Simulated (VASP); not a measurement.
# Pt3Cl in VASP: a series of runs

Pt3Cl is run at these levels: PBE; tasks: relaxation of the atoms, single point.

All numbers are computed with VASP 6.6.1; they aren't measurements. Logs are shortened: lines on timing, memory, paths and dates and some standing lists are left out, and cuts for length are marked.

## (1) The cell of the first run

The cell holds a slab with vacuum, 4 atoms: a = 2.807 Å, b = 2.807 Å, c = 19.351 Å, α = 90.00°, β = 90.00°, γ = 90.00°.

## (2) Relaxation of the atoms, PBE

Contents of INCAR:

```
PREC     = Accurate       # precision mode
ENCUT    = 450            # plane-wave cutoff, eV
EDIFF    = 1E-7           # SCF threshold, eV
ISMEAR   = 0              # smearing method
SIGMA    = 0.1            # smearing width, eV
LREAL    = False          # projectors in reciprocal space
LASPH    = True           # aspherical terms in the spheres
NELM     = 120            # most SCF steps
ALGO     = Normal         # electronic algorithm
ISIF     = 2              # what is computed and relaxed
LWAVE    = False          # write WAVECAR
LCHARG   = False          # write CHGCAR
LDIPOL   = True         
IDIPOL   = 3            
DIPOL    = 0.5 0.5 0.356
GGA      = PE             # functional
IBRION   = 2              # ionic algorithm
NSW      = 50             # ionic steps
EDIFFG   = -0.025         # ionic threshold
GGA_COMPAT= False        
NELMIN   = 4            
NELMDL   = -8
```

Contents of KPOINTS:

```
regular mesh
0
Gamma
  9 9 1
```

Contents of POSCAR:

```
Pt3Cl
1.0
    2.8071640675      0.0000000000      0.0000000000
    0.0000000000      2.8071640675      0.0000000000
    0.0000000000      0.0000000000     19.3513901305
Pt Cl
3 1
Selective dynamics
Direct
    0.5000000000      0.5000000000      0.2067034964  F F F
    0.0000000000      0.0000000000      0.3062505503  F F F
    0.5000000000      0.5000000000      0.4057274479  T T T
    0.5000000000      1.0000000000      0.5038959616  F F T
```

Potentials or basis: VASP PAW PBE potentials, release 64 (Pt, Cl).

Run with:

```sh
cat potpaw_PBE.64/Pt/POTCAR potpaw_PBE.64/Cl/POTCAR > POTCAR
mpirun -np 1 vasp_std > vasp.out
```

OUTCAR:

```text
PREC = Accurate
   ENCUT = 450
   EDIFF = 1E-7
   ISMEAR = 0
   LREAL = False
   LASPH = True
   NELM = 120
   ISIF = 2
   GGA = PE
   IBRION = 2
   NSW = 50
   EDIFFG = -0.025
   NELMIN = 4
   NELMDL = -8

 ion  position               nearest neighbor table
   1  0.500  0.500  0.207-   2 2.77   2 2.77   2 2.77   2 2.77
   2  0.000  0.000  0.306-   3 2.77   3 2.77   3 2.77   3 2.77   1 2.77   1 2.77   1 2.77   1 2.77

   3  0.500  0.500  0.406-   4 2.36   4 2.36   2 2.77   2 2.77   2 2.77   2 2.77
   4  0.500  0.000  0.504-   3 2.36   3 2.36

  LATTYP: Found a simple tetragonal cell.
 ALAT       =     2.8071640675
 C/A-ratio  =     6.8935728961

  Lattice vectors:

 A1 = (   2.8071640675,   0.0000000000,   0.0000000000)
 A2 = (   0.0000000000,   2.8071640675,   0.0000000000)
 A3 = (   0.0000000000,   0.0000000000,  19.3513901305)

Analysis of symmetry for initial positions (statically):
=====================================================================
 Subroutine PRICEL returns:
 Original cell was already a primitive cell.

 Routine SETGRP: Setting up the symmetry group for a
 simple tetragonal supercell.

 Subroutine GETGRP returns: Found  4 space group operations
 (whereof  4 operations were pure point group operations)
 out of a pool of 16 trial point group operations.

The static configuration has the point symmetry C_2v.

Analysis of symmetry for dynamics (positions and initial velocities):
=====================================================================
 Subroutine PRICEL returns:
 Original cell was already a primitive cell.

 Routine SETGRP: Setting up the symmetry group for a
 simple tetragonal supercell.

 Subroutine GETGRP returns: Found  4 space group operations
 (whereof  4 operations were pure point group operations)
 out of a pool of 16 trial point group operations.

The dynamic configuration has the point symmetry C_2v.

Analysis of constrained symmetry for selective dynamics:
=====================================================================
 Subroutine PRICEL returns:
 Original cell was already a primitive cell.

 Routine SETGRP: Setting up the symmetry group for a
 simple tetragonal supercell.

 Subroutine GETGRP returns: Found  4 space group operations
 (whereof  4 operations were pure point group operations)
 out of a pool of 16 trial point group operations.

The constrained configuration has the point symmetry C_2v.

 Subroutine INISYM returns: Found  4 space group operations
 (whereof  4 operations are pure point group operations),
 and found     1 'primitive' translations

----------------------------------------------------------------------------------------

                                     Primitive cell

  volume of cell :     152.4922

  direct lattice vectors                    reciprocal lattice vectors
     2.807164068  0.000000000  0.000000000     0.356231405  0.000000000  0.000000000
     0.000000000  2.807164068  0.000000000     0.000000000  0.356231405  0.000000000
     0.000000000  0.000000000 19.351390131     0.000000000  0.000000000  0.051675874

  length of vectors
     2.807164068  2.807164068 19.351390131     0.356231405  0.356231405  0.051675874

  position of ions in fractional coordinates (direct lattice)
     0.500000000  0.500000000  0.206703496
     0.000000000  0.000000000  0.306250550
     0.500000000  0.500000000  0.405727448
     0.500000000  0.000000000  0.503895962

  ion indices of the primitive-cell ions
   primitive index   ion index
                 1           1
                 2           2
                 3           3
                 4           4

----------------------------------------------------------------------------------------

 KPOINTS: regular mesh

Automatic generation of k-mesh.
 Grid dimensions read from file:
 generate k-points for:    9    9    1

 Generating k-lattice:

  Cartesian coordinates                     Fractional coordinates (reciprocal lattice)
     0.039581267  0.000000000  0.000000000     0.111111111  0.000000000  0.000000000
     0.000000000  0.039581267  0.000000000     0.000000000  0.111111111  0.000000000
     0.000000000  0.000000000  0.051675874     0.000000000  0.000000000  1.000000000

  Length of vectors
     0.039581267  0.039581267  0.051675874

  Shift w.r.t. Gamma in fractional coordinates (k-lattice)
     0.000000000  0.000000000  0.000000000

 Subroutine IBZKPT returns following result:
 ===========================================

 Found     25 irreducible k-points:

 Following reciprocal coordinates:
            Coordinates               Weight
  0.000000  0.000000  0.000000      1.000000
  0.111111  0.000000  0.000000      2.000000
  0.000000  0.111111  0.000000      2.000000
  0.222222  0.000000  0.000000      2.000000
  0.000000  0.222222  0.000000      2.000000
  0.333333  0.000000  0.000000      2.000000
[... 16 lines left out ...]
  0.444444  0.333333  0.000000      4.000000
 -0.333333  0.444444  0.000000      4.000000
   k-points           NKPTS =     25   k-points in BZ     NKDIM =     25   number of bands    NBANDS=     22
   number of dos      NEDOS =    301   number of ions     NIONS =      4
   total plane-waves  NPLWV =  56000
   dimension x,y,z NGX =    20 NGY =   20 NGZ =  140
   dimension x,y,z NGXF=    40 NGYF=   40 NGZF=  280
   ions per type =               3   1
   NGX,Y,Z   is equivalent  to a cutoff of  11.84, 11.84, 12.03 a.u.
   NGXF,Y,Z  is equivalent  to a cutoff of  23.69, 23.69, 24.05 a.u.
 SYSTEM =  unknown system
   PREC   = accura    normal or accurate (medium, high low for compatibility)
   ISTART =      0    job   : 0-new  1-cont  2-samecut
   ICHARG =      2    charge: 1-file 2-atom 10-const
   ISPIN  =      1    spin polarized calculation?
   LNONCOLLINEAR =      F non collinear calculations
   LSORBIT =      F    spin-orbit coupling
   LASPH  =      T    aspherical Exc in radial PAW
   ENCUT  =  450.0 eV  33.07 Ry    5.75 a.u.   4.86  4.86 33.47*2*pi/ulx,y,z
   NELM   =    120;   NELMIN=  4; NELMDL= -8     # of ELM steps
   EDIFF  = 0.1E-06   stopping-criterion for ELM
   LREAL  =      F    real-space projection
   EDIFFG = -.3E-01   stopping-criterion for IOM
   NSW    =     50    number of steps for IOM
   IBRION =      2    ionic relax: 0-MD 1-quasi-New 2-CG
   NFREE  =      1    steps in history (QN), initial steepest desc. (CG)
   ISIF   =      2    stress and relaxation
   ISYM   =      2    0-nonsym 1-usesym 2-fastsym
   POTIM  = 0.5000    time-step for ionic-motion
   TEBEG  =    0.0;   TEEND  =   0.0 temperature during run
   PSTRESS=    0.0 pullay stress
   NELECT =      37.0000    total number of electrons
   NUPDOWN=      -1.0000    fix difference up-down
   EMIN   =  10.00;   EMAX   =-10.00  energy-range for DOS
   EFERMI =   0.00;   METHOD = LEGACY
   ISMEAR =     0;   SIGMA  =   0.10  broadening in eV -4-tet -1-fermi 0-gaus
   EFERMI_NEDOS =   21; number of points for ismear=-14 and -15
   IALGO  =     38    algorithm
   IMIX   =      4    mixing-type and parameters
     AMIX     =   0.40;   BMIX     =  1.00
     AMIX_MAG =   1.60;   BMIX_MAG =  1.00
  volume/ion in A,a.u.               =      38.12       257.27
  Fermi-wavevector in a.u.,A,eV,Ry     =   1.021079  1.929560 14.185475  1.042603
  Thomas-Fermi vector in A             =   2.154684
   LORBIT       =      0    0 simple, 1 ext, 2 COOP (PROOUT), +10 PAW based schemes
   GGA     = PE    functional components
   LHFCALC =     F    Hartree Fock is set to
   AEXX    =    0.0000 exact exchange contribution
   IVDW    =     0    specifies the selected vdW correction
   LEPSILON=     F    determine dielectric tensor
   LRPA    =     F    only Hartree local field effects (RPA)
 conjugate gradient relaxation of ions
 non-spin polarized calculation
 Gauss-broadening in eV      SIGMA  =   0.10
  energy-cutoff  :      450.00
  volume of cell :      152.49
 maximum number of plane-waves:      3336
   NGX =  9   NGY =  9   NGZ = 67

--------------------------------------- Ionic step        1  -------------------------------------------

 number of electron      37.0000009 magnetization

 Free energy of the ion-electron system (eV)
  ---------------------------------------------------
  ext. energy  EPLUGINS =         0.00000000
  ---------------------------------------------------
  free energy    TOTEN  =       -18.63450134 eV

  energy without entropy =      -18.59822509  energy(sigma->0) =      -18.61636321

------------------------ aborting loop because EDIFF is reached ----------------------------------------

  FORCE on cell =-STRESS in cart. coord.  units (eV):
  Direction    XX          YY          ZZ          XY          YZ          ZX
  --------------------------------------------------------------------------------------
  -------------------------------------------------------------------------------------
  Total        1.9721171      3.6640225      2.5344148      0.0000000      0.0000000      0.0000000
  in kB       20.7202754     38.4964743     26.6281210      0.0000000      0.0000000      0.0000000
  external PRESSURE =      28.6149569 kB  Pullay stress =       0.0000000 kB
[... 19 lines left out ...]
  FREE ENERGIE OF THE ION-ELECTRON SYSTEM (eV)
  ---------------------------------------------------
  free  energy   TOTEN  =       -18.6345013389 eV

  energy  without entropy=      -18.5982250856  energy(sigma->0) =      -18.61636321

 dipolmoment           0.000000      0.000000      0.018074 electrons x Angstroem

--------------------------------------- Ionic step        2  -------------------------------------------

 number of electron      37.0000010 magnetization

------------------------ aborting loop because EDIFF is reached ----------------------------------------
[... 223 lines left out ...]
--------------------------------------- Ionic step        8  -------------------------------------------

 number of electron      37.0000010 magnetization

 dipolmoment           0.000000      0.000000     -0.014550 electrons x Angstroem

 Free energy of the ion-electron system (eV)
  ---------------------------------------------------
  ext. energy  EPLUGINS =         0.00000000
  ---------------------------------------------------
  free energy    TOTEN  =       -18.68236203 eV

  energy without entropy =      -18.64465084  energy(sigma->0) =      -18.66350643

 E-fermi :   0.7297     XC(G=0):  -6.0364

 val. band max:        0.7155965483   @ k =   0.2222   0.0000   0.0000
 cond. band min:       0.7424906045   @ k =  -0.1111   0.3333   0.0000
 fundamental gap:      0.0268940562
 Fermi energy:         0.7297377037

 k-point     1 :       0.0000    0.0000    0.0000
  band No.  band energies     occupation
      1     -16.3099      2.00000
      2      -8.2614      2.00000
      3      -6.4365      2.00000
      4      -5.4965      2.00000
      5      -5.2974      2.00000
      6      -4.4984      2.00000
[... 589 lines left out ...]
     21       4.7542      0.00000
     22       5.4297      0.00000

 [... further k-points ...]

------------------------ aborting loop because EDIFF is reached ----------------------------------------

 vacuum level on the upper side and lower side of the slab       (xc-potential included)        -0.289         0.033

  FORCE on cell =-STRESS in cart. coord.  units (eV):
  Direction    XX          YY          ZZ          XY          YZ          ZX
  --------------------------------------------------------------------------------------
  -------------------------------------------------------------------------------------
  Total        0.7217092      1.5083238      0.1592903      0.0000000      0.0000000      0.0000000
  in kB        7.5827206     15.8473771      1.6736024      0.0000000      0.0000000      0.0000000
  external PRESSURE =       8.3679000 kB  Pullay stress =       0.0000000 kB
[... 19 lines left out ...]
  FREE ENERGIE OF THE ION-ELECTRON SYSTEM (eV)
  ---------------------------------------------------
  free  energy   TOTEN  =       -18.6823620313 eV

  energy  without entropy=      -18.6446508359  energy(sigma->0) =      -18.66350643

 reached required accuracy - stopping structural energy minimisation

 vacuum level on the upper side and lower side of the slab         5.883         6.213
```

Wall time 11 min (1 thread of Intel Xeon 8259CL, shared host); peak memory 0.27 GiB.

What came out:

```
Free energy               : -18.6824 eV
Energy gained by relaxing : 12.0 meV/atom
Ionic steps               : 8
Band gap on the k mesh    : zero (an odd number of electrons rules out a gap without spin polarisation)
```

The path:
| step | energy change (eV) | largest force on free atoms (eV/Å) | pressure (GPa) |
| --- | --- | --- | --- |
| 1 | 0.0000 | 0.7919 | 2.86 |
| 2 | -0.0230 | 0.3420 | 2.39 |
| 3 | -0.0248 | 0.3974 | 2.24 |
| 4 | -0.0337 | 0.2980 | 1.94 |
| 5 | -0.0473 | 0.0508 | 1.09 |
| 6 | -0.0478 | 0.0288 | 0.90 |
| 7 | -0.0478 | 0.0362 | 0.88 |
| 8 | -0.0479 | 0.0102 | 0.84 |

Final structure:
```cif
data_structure
_symmetry_space_group_name_H-M 'P 1'
_symmetry_Int_Tables_number 1
_cell_length_a 2.8072
_cell_length_b 2.8072
_cell_length_c 19.3514
_cell_angle_alpha 90.000
_cell_angle_beta 90.000
_cell_angle_gamma 90.000
_cell_volume 152.49
loop_
_atom_site_label
_atom_site_type_symbol
_atom_site_fract_x
_atom_site_fract_y
_atom_site_fract_z
_atom_site_occupancy
Pt1 Pt 0.50000 0.50000 0.20670 1
Pt2 Pt 0.00000 0.00000 0.30625 1
Pt3 Pt 0.50000 0.50000 0.40819 1
Cl1 Cl 0.50000 0.00000 0.51191 1
```

Caveat: spin-orbit coupling is left out, which moves the levels of the heavy elements; an odd number of electrons without spin polarisation forces a metal; a magnetic or distorted state may lie lower.

## (3) Single point, PBE

Contents of INCAR:

```
SYSTEM = Pt3Cl
PREC     = Accurate       ! precision mode
ENCUT    = 400            ! plane-wave cutoff, eV
EDIFF    = 1E-6           ! SCF threshold, eV
ISMEAR   = 0              ! smearing method
SIGMA    = 0.1            ! smearing width, eV
LREAL    = .False.        ! projectors in reciprocal space
LASPH    = .True.         ! aspherical terms in the spheres
NELM     = 120            ! most SCF steps
ALGO     = Normal         ! electronic algorithm
ISIF     = 2              ! what is computed and relaxed
LWAVE    = .False.        ! write WAVECAR
LCHARG   = .True.         ! write CHGCAR
LDIPOL   = .True.       
IDIPOL   = 3            
DIPOL    = 0.5 0.5 0.358
GGA      = PE             ! functional
LELF     = .True.         ! ELF
LVHAR    = .True.       
LVACPOTAV= .True.       
NBANDS   = 26             ! bands
GGA_COMPAT= .False.      
NELMDL   = -8
```

Contents of KPOINTS:

```
Automatic mesh
0
Gamma
  9 9 1
  0 0 0
```

Contents of POSCAR:

```
Pt3Cl
1.0
    2.8071640675      0.0000000000      0.0000000000
    0.0000000000      2.8071640675      0.0000000000
    0.0000000000      0.0000000000     19.3513901305
Pt Cl
3 1
Direct
    0.5000000000      0.5000000000      0.2067034964
    0.0000000000      0.0000000000      0.3062505503
    0.5000000000      0.5000000000      0.4083124732
    0.5000000000      1.0000000000      0.5121551681
```

Potentials or basis: VASP PAW PBE potentials, release 64 (Pt, Cl).

Run with:

```sh
cat potpaw_PBE.64/Pt/POTCAR potpaw_PBE.64/Cl/POTCAR > POTCAR
mpirun -np 1 vasp_std > vasp.out
```

OUTCAR:

```text
SYSTEM = Pt3Cl
   PREC = Accurate
   ENCUT = 400
   EDIFF = 1E-6
   ISMEAR = 0
   LREAL = .False.
   LASPH = .True.
   NELM = 120
   ISIF = 2
   GGA = PE
   NELMDL = -8

 ion  position               nearest neighbor table
   1  0.500  0.500  0.207-   2 2.77   2 2.77   2 2.77   2 2.77
   2  0.000  0.000  0.306-   1 2.77   1 2.77   1 2.77   1 2.77   3 2.80   3 2.80   3 2.80   3 2.80

   3  0.500  0.500  0.408-   4 2.45   4 2.45   2 2.80   2 2.80   2 2.80   2 2.80
   4  0.500  0.000  0.512-   3 2.45   3 2.45

  LATTYP: Found a simple tetragonal cell.
 ALAT       =     2.8071640675
[... 899 lines left out ...]
  -------------------------------------------------------------------------------------
  Total        0.6555130      1.4214977      0.0620167      0.0000000      0.0000000      0.0000000
  in kB        6.8872225     14.9351294      0.6515857      0.0000000      0.0000000      0.0000000
  external PRESSURE =       7.4913125 kB  Pullay stress =       0.0000000 kB

 VOLUME and BASIS-vectors are now :
 -----------------------------------------------------------------------------
  energy-cutoff  :      400.00
  volume of cell :      152.49
      direct lattice vectors                 reciprocal lattice vectors
     2.807164068  0.000000000  0.000000000     0.356231405  0.000000000  0.000000000
     0.000000000  2.807164068  0.000000000     0.000000000  0.356231405  0.000000000
     0.000000000  0.000000000 19.351390131     0.000000000  0.000000000  0.051675874

 POSITION                                       TOTAL-FORCE (eV/Angst)
 -----------------------------------------------------------------------------------
      1.40358      1.40358      4.00000         0.000000      0.000000     -0.105367
      0.00000      0.00000      5.92637         0.000000      0.000000      0.124081
      1.40358      1.40358      7.90141         0.000000      0.000000      0.005118
      1.40358      0.00000      9.91091         0.000000      0.000000     -0.023833
 -----------------------------------------------------------------------------------
    total drift:                                0.000000      0.000000      0.000386

  FREE ENERGIE OF THE ION-ELECTRON SYSTEM (eV)
  ---------------------------------------------------
  free  energy   TOTEN  =       -18.6818082486 eV

  energy  without entropy=      -18.6440437382  energy(sigma->0) =      -18.66292599

 vacuum level on the upper side and lower side of the slab         6.005         6.335
```

Run time: 71 s. Hardware: 1 thread of AMD EPYC 9R45 (Zen 5), shared host; peak memory 0.19 GiB.

What came out:

```yaml
Free_energy: -18.6818 eV
Largest_force: 0.124 eV/Å
Band_gap_on_the_k_mesh: zero (an odd number of electrons rules out a gap without spin polarisation)
```

Forces on the atoms (eV/Å):
```
Pt   0.000  0.000 -0.105
Pt   0.000  0.000  0.124
Pt   0.000  0.000  0.005
Cl   0.000  0.000 -0.024
```

Levels at points of the mesh, in eV from the Fermi level:
```tsv
k point	band 17	band 18	band 19	band 20	band 21	band 22
(0.00, 0.00, 0.00)	-0.61	-0.58	0.02	0.23	0.41	0.94
```

Caveat: spin-orbit coupling is left out, which moves the levels of the heavy elements; an odd number of electrons without spin polarisation forces a metal; a magnetic or distorted state may lie lower.
